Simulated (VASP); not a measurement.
# Zr2HS4 in VASP: a series of runs, part 2 of 2

VASP 6.6.1. The steps go on from the part before.

## (4) Single point, PBE+D3(BJ)

The input, INCAR:

```
SYSTEM = Zr2HS4
PREC = Accurate
ENCUT = 400
EDIFF = 1E-6
ISMEAR = 0
SIGMA = 0.05
LREAL = .False.
LASPH = .True.
NELM = 120
ALGO = Normal
ISIF = 2
LWAVE = .False.
LCHARG = .False.
LDIPOL = .True.
IDIPOL = 3
DIPOL = 0.5 0.5 0.281
GGA = PE
IVDW = 12
NBANDS = 62
GGA_COMPAT = .False.
NELMDL = -8
```

The input, KPOINTS:

```
regular mesh
0
Gamma
  6 6 1
  0 0 0
```

The input, POSCAR:

```
Zr2HS4
1.0
    7.2976778227      0.0000000000      0.0000000000
   -3.6488389114      6.3199743831      0.0000000000
    0.0000000000      0.0000000000     20.9171506047
S Zr H
8 4 2
Direct
    0.3333333333      0.1666666667      0.1912306354
    0.3333333333      0.6666666667      0.1912306354
    0.8333333333      0.1666666667      0.1912306354
    0.8333333333      0.6666666667      0.1912306354
    0.1666666667      0.3333333333      0.3306927762
    0.1666666667      0.8333333333      0.3306927762
    0.6666666667      0.3333333333      0.3306927762
    0.6666666667      0.8333333333      0.3306927762
    0.0000000000      0.0000000000      0.2609617058
    0.0000000000      0.5000000000      0.2609617058
    0.5000000000      0.0000000000      0.2609617058
    0.5000000000      0.5000000000      0.2609617058
    0.3909545371      0.7819090743      0.3981015752
    0.4423787962      0.8847575924      0.3981015752
```

Potentials or basis: VASP PAW PBE potentials, release 64 (S, Zr_sv, H).

Run with:

```console
cat potpaw_PBE.64/S/POTCAR potpaw_PBE.64/Zr_sv/POTCAR potpaw_PBE.64/H/POTCAR > POTCAR
mpirun -np 1 vasp_std > vasp.out
```

OUTCAR:

```text
SYSTEM = Zr2HS4
   PREC = Accurate
   ENCUT = 400
   EDIFF = 1E-6
   ISMEAR = 0
   LREAL = .False.
   LASPH = .True.
   NELM = 120
   ISIF = 2
   GGA = PE
   IVDW = 12
   NELMDL = -8
 IVDW          = 12

 ion  position               nearest neighbor table
   1  0.333  0.167  0.191-   9 2.56  12 2.56  11 2.56
   2  0.333  0.667  0.191-  10 2.56  11 2.56  12 2.56
   3  0.833  0.167  0.191-  11 2.56  10 2.56   9 2.56
   4  0.833  0.667  0.191-  12 2.56   9 2.56  10 2.56
   5  0.167  0.333  0.331-  12 2.56   9 2.56  10 2.56
[... 1073 lines left out ...]
  volume of cell :      964.72
      direct lattice vectors                 reciprocal lattice vectors
     7.297677823  0.000000000  0.000000000     0.137029891  0.079114245  0.000000000
    -3.648838911  6.319974383  0.000000000     0.000000000  0.158228489  0.000000000
     0.000000000  0.000000000 20.917150605     0.000000000  0.000000000  0.047807659

 POSITION                                       TOTAL-FORCE (eV/Angst)
 -----------------------------------------------------------------------------------
      1.82442      1.05333      4.00000         0.024470     -0.002042     -0.002516
     -0.00000      4.21332      4.00000         0.000000     -0.001773      0.025629
      5.47326      1.05333      4.00000        -0.024470     -0.002042     -0.002516
      3.64884      4.21332      4.00000         0.000000     -0.048526     -0.044907
      0.00000      2.10666      6.91715        -0.000000      0.021708      0.087184
     -1.82442      5.26665      6.91715        -0.728212      0.005774     -0.692695
      3.64884      2.10666      6.91715         0.000000     -0.030047      0.078632
      1.82442      5.26665      6.91715         0.728212      0.005774     -0.692695
      0.00000      0.00000      5.45858         0.000000     -0.074894     -0.019280
     -1.82442      3.15999      5.45858        -0.018330      0.122658     -0.044233
      3.64884      0.00000      5.45858        -0.000000      0.065318     -0.404297
      1.82442      3.15999      5.45858         0.018330      0.122658     -0.044233
     -0.00000      4.94165      8.32715         0.000000     -4.713519      0.850273
     -0.00000      5.59165      8.32715        -0.000000      4.528953      0.905655
 -----------------------------------------------------------------------------------
    total drift:                                0.000000     -0.000009      0.000797

  FREE ENERGIE OF THE ION-ELECTRON SYSTEM (eV)
  ---------------------------------------------------
  free  energy   TOTEN  =       -94.4753236269 eV

  energy  without entropy=      -94.4753236269  energy(sigma->0) =      -94.47532363

 vacuum level on the upper side and lower side of the slab         2.966         3.111
```

OSZICAR:

```text
N       E                     dE             d eps       ncg     rms          rms(c)
DAV:   1     0.797798252266E+03    0.79780E+03   -0.36837E+04  1972   0.100E+03
DAV:   2     0.129078511695E+02   -0.78489E+03   -0.76820E+03  2264   0.272E+02
DAV:   3    -0.926466046583E+02   -0.10555E+03   -0.10490E+03  2010   0.911E+01
[... 21 lines left out ...]
DAV:  25    -0.913909269819E+02   -0.14709E-04   -0.56853E-07  1320   0.118E-03    0.543E-04
DAV:  26    -0.913909324714E+02   -0.54894E-05   -0.17369E-07  1168   0.765E-04    0.295E-04
DAV:  27    -0.913909362219E+02   -0.37505E-05   -0.86726E-08  1168   0.614E-04    0.360E-04
DAV:  28    -0.913909380757E+02   -0.18538E-05   -0.68276E-08  1168   0.480E-04    0.150E-04
DAV:  29    -0.913909381816E+02   -0.10592E-06   -0.12011E-08  1028   0.271E-04
   1 F= -.94475324E+02 E0= -.94475324E+02  d E =-.339290E-13
```

stdout:

```text
POSCAR found type information on POSCAR S ZrH
 POSCAR found :  3 types and      14 ions
 scaLAPACK will be used
 LDA part: xc-table for (Slater+PW92), standard interpolation
 POSCAR, INCAR and KPOINTS ok, starting setup
 FFT: planning ... GRIDC
 FFT: planning ... GRID_SOFT
 FFT: planning ... GRID
 WAVECAR not read
 entering main loop
```

It took 34 min on 1 thread of Oxide Virtual Turin-like, shared host; peak memory 0.85 GiB.

Results:

```yaml
Free_energy: -94.4753 eV
Largest_force: 4.790 eV/Å
Band_gap_on_the_k_mesh: 1.09 eV
Dispersion_energy_per_atom: -0.220 eV
```

Forces on the atoms (eV/Å):
```
S    0.024 -0.002 -0.003
S    0.000 -0.002  0.026
S   -0.024 -0.002 -0.003
S    0.000 -0.049 -0.045
S    0.000  0.022  0.087
S   -0.728  0.006 -0.693
S    0.000 -0.030  0.079
S    0.728  0.006 -0.693
Zr   0.000 -0.075 -0.019
Zr  -0.018  0.123 -0.044
Zr   0.000  0.065 -0.404
Zr   0.018  0.123 -0.044
H    0.000 -4.714  0.850
H    0.000  4.529  0.906
```

## (5) Single point, PBE+D3(BJ)

The input, INCAR:

```
SYSTEM = Zr2HS4
PREC = Accurate
ENCUT = 400
EDIFF = 1E-6
ISMEAR = 0
SIGMA = 0.05
LREAL = .FALSE.
LASPH = .TRUE.
NELM = 120
ALGO = Normal
ISIF = 2
LWAVE = .FALSE.
LCHARG = .FALSE.
LDIPOL = .TRUE.
IDIPOL = 3
DIPOL = 0.5 0.5 0.296
GGA = PE
IVDW = 12
NBANDS = 62
GGA_COMPAT = .FALSE.
NELMDL = -8
```

The input, KPOINTS:

```
regular mesh
0
G
  6 6 1
  0 0 0
```

POSCAR: that of step 4 with these lines changed.

```diff
@@ -20,3 +20,3 @@
     0.5000000000      0.5000000000      0.2609617058
-    0.3909545371      0.7819090743      0.3981015752
-    0.4423787962      0.8847575924      0.3981015752
+    0.3803136712      0.7606273424      0.5028003481
+    0.4530196621      0.9060393242      0.5028003481
```

Run with:

```console
cat potpaw_PBE.64/S/POTCAR potpaw_PBE.64/Zr_sv/POTCAR potpaw_PBE.64/H/POTCAR > POTCAR
mpirun -np 1 vasp_std > vasp.out
```

It took 35 min on 1 thread of Oxide Virtual Turin-like, shared host; peak memory 0.87 GiB.

It converged, with:

- Free energy: -95.1313 eV
- Largest force: 3.418 eV/Å
- Band gap on the k mesh: 1.10 eV
- Dispersion energy per atom: -0.214 eV

Forces on the atoms (eV/Å):
```
S    0.000  0.002 -0.010
S    0.000 -0.001 -0.008
S    0.000  0.002 -0.010
S    0.000 -0.002 -0.009
S    0.000  0.002  0.019
S    0.003  0.000  0.014
S    0.000 -0.002  0.019
S   -0.003  0.000  0.014
Zr   0.000 -0.007  0.004
Zr   0.000  0.008  0.000
Zr   0.000 -0.008  0.008
Zr   0.000  0.008  0.000
H    0.000  3.418 -0.021
H    0.000 -3.418 -0.020
```

Levels at points of the mesh, in eV from the valence-band top:
```tsv
k point	band 45	band 46	band 47	band 48	band 49	band 50	band 51	band 52	band 53	band 54
(0.00, 0.00, 0.00)	-0.92	-0.92	-0.88	0.00	0.00	1.10	1.10	1.10	1.69	1.69
(0.50, 0.00, 0.00)	-1.12	-0.85	-0.85	-0.50	-0.49	1.48	1.48	2.28	2.28	2.75
(0.00, 0.50, 0.00)	-1.12	-0.85	-0.85	-0.50	-0.49	1.48	1.48	2.28	2.28	2.76
```

## (6) Single point, PBE+D3(BJ)

The input, INCAR:

```
ALGO = Normal ; DIPOL = 0.5 0.5 0.283
EDIFF = 1E-6 ; ENCUT = 400
GGA = PE ; GGA_COMPAT = False
IDIPOL = 3 ; ISIF = 2
ISMEAR = 0 ; IVDW = 12
LASPH = True ; LCHARG = True
LDIPOL = True ; LELF = True
LREAL = False ; LVACPOTAV = True
LVHAR = True ; LWAVE = False
NBANDS = 62 ; NELM = 120
NELMDL = -8 ; PREC = Accurate
SIGMA = 0.05
```

The input, KPOINTS:

```
k-points
0
Gamma
  6 6 1
```

POSCAR: that of step 5 with these lines changed.

```diff
@@ -20,3 +20,3 @@
     0.5000000000      0.5000000000      0.2609617058
-    0.3803136712      0.7606273424      0.5028003481
-    0.4530196621      0.9060393242      0.5028003481
+    0.3575287687      0.7150575375      0.4134000260
+    0.4758045646      0.9516091292      0.4134000260
```

Potentials or basis: VASP PAW PBE potentials, release 64 (S, Zr_sv, H).

Run with:

```console
cat potpaw_PBE.64/S/POTCAR potpaw_PBE.64/Zr_sv/POTCAR potpaw_PBE.64/H/POTCAR > POTCAR
mpirun -np 1 vasp_std > vasp.out
```

OUTCAR:

```text
EDIFF = 1E-6
   ENCUT = 400
   GGA = PE
   ISIF = 2
   ISMEAR = 0
   IVDW = 12
   LASPH = True
   LREAL = False
   NELM = 120
   NELMDL = -8
   PREC = Accurate
 IVDW          = 12

 ion  position               nearest neighbor table
   1  0.333  0.167  0.191-   9 2.56  12 2.56  11 2.56
   2  0.333  0.667  0.191-  10 2.56  11 2.56  12 2.56
   3  0.833  0.167  0.191-  11 2.56  10 2.56   9 2.56
   4  0.833  0.667  0.191-  12 2.56   9 2.56  10 2.56
   5  0.167  0.333  0.331-  12 2.56   9 2.56  10 2.56
   6  0.167  0.833  0.331-  11 2.56  10 2.56   9 2.56
   7  0.667  0.333  0.331-  10 2.56  11 2.56  12 2.56
[... 1070 lines left out ...]
      direct lattice vectors                 reciprocal lattice vectors
     7.297677823  0.000000000  0.000000000     0.137029891  0.079114245  0.000000000
    -3.648838911  6.319974383  0.000000000     0.000000000  0.158228489  0.000000000
     0.000000000  0.000000000 20.917150605     0.000000000  0.000000000  0.047807659

 POSITION                                       TOTAL-FORCE (eV/Angst)
 -----------------------------------------------------------------------------------
      1.82442      1.05333      4.00000         0.030194      0.001259     -0.016897
     -0.00000      4.21332      4.00000         0.000000     -0.006172      0.039345
      5.47326      1.05333      4.00000        -0.030194      0.001259     -0.016897
      3.64884      4.21332      4.00000         0.000000     -0.054505     -0.041940
      0.00000      2.10666      6.91715        -0.000000      0.085225      0.164567
     -1.82442      5.26665      6.91715        -0.260726     -0.009615     -0.337184
      3.64884      2.10666      6.91715         0.000000     -0.028220      0.152121
      1.82442      5.26665      6.91715         0.260726     -0.009615     -0.337184
      0.00000      0.00000      5.45858         0.000000     -0.107039      0.002865
     -1.82442      3.15999      5.45858         0.009772      0.156969     -0.045355
      3.64884      0.00000      5.45858         0.000000     -0.043526     -0.244461
      1.82442      3.15999      5.45858        -0.009772      0.156969     -0.045355
     -0.00000      4.51915      8.64715        -0.000000      3.692665      0.372826
     -0.00000      6.01415      8.64715         0.000000     -3.835653      0.353549
 -----------------------------------------------------------------------------------
    total drift:                                0.000000      0.000001      0.000673

  FREE ENERGIE OF THE ION-ELECTRON SYSTEM (eV)
  ---------------------------------------------------
  free  energy   TOTEN  =       -92.3619766876 eV

  energy  without entropy=      -92.3619766876  energy(sigma->0) =      -92.36197669

 vacuum level on the upper side and lower side of the slab         3.145         3.137
```

It took 29 min on 1 thread of Oxide Virtual Turin-like, shared host; peak memory 0.85 GiB.

What came out:

```yaml
Free_energy: -92.3620 eV
Largest_force: 3.852 eV/Å
Band_gap_on_the_k_mesh: 1.07 eV
Dispersion_energy_per_atom: -0.224 eV
```

Forces on the atoms (eV/Å):
```
S    0.030  0.001 -0.017
S    0.000 -0.006  0.039
S   -0.030  0.001 -0.017
S    0.000 -0.055 -0.042
S    0.000  0.085  0.165
S   -0.261 -0.010 -0.337
S    0.000 -0.028  0.152
S    0.261 -0.010 -0.337
Zr   0.000 -0.107  0.003
Zr   0.010  0.157 -0.045
Zr   0.000 -0.044 -0.244
Zr  -0.010  0.157 -0.045
H    0.000  3.693  0.373
H    0.000 -3.836  0.354
```

Levels at points of the mesh, in eV from the valence-band top:
```
           k point  band 47  band 48  band 49  band 50  band 51  band 52
(0.00, 0.00, 0.00)    -0.13     0.00     0.00     1.07     1.11     1.17
(0.50, 0.00, 0.00)    -0.79    -0.52    -0.29     1.49     1.54     2.24
(0.00, 0.50, 0.00)    -0.84    -0.50    -0.10     1.44     1.51     2.25
```

## (7) Overview

```tsv
cell	gap on the mesh (eV)	largest force (eV/Å)
as given, atomic positions A	1.10	0.54
as given, atomic positions B	1.10	4.67
as given, atomic positions C	1.09	4.79
as given, atomic positions D	1.10	3.42
as given, atomic positions E	1.07	3.85
```

Alike in all rows: task single point; level PBE+D3(BJ); potentials or basis VASP PAW PBE potentials, release 64 (S, Zr_sv, H); no spin polarisation; k mesh 6 × 6 × 1; cutoff (eV) 400; smearing gaussian 0.05 eV.

Absolute energies hang on the potentials; compare differences alone.
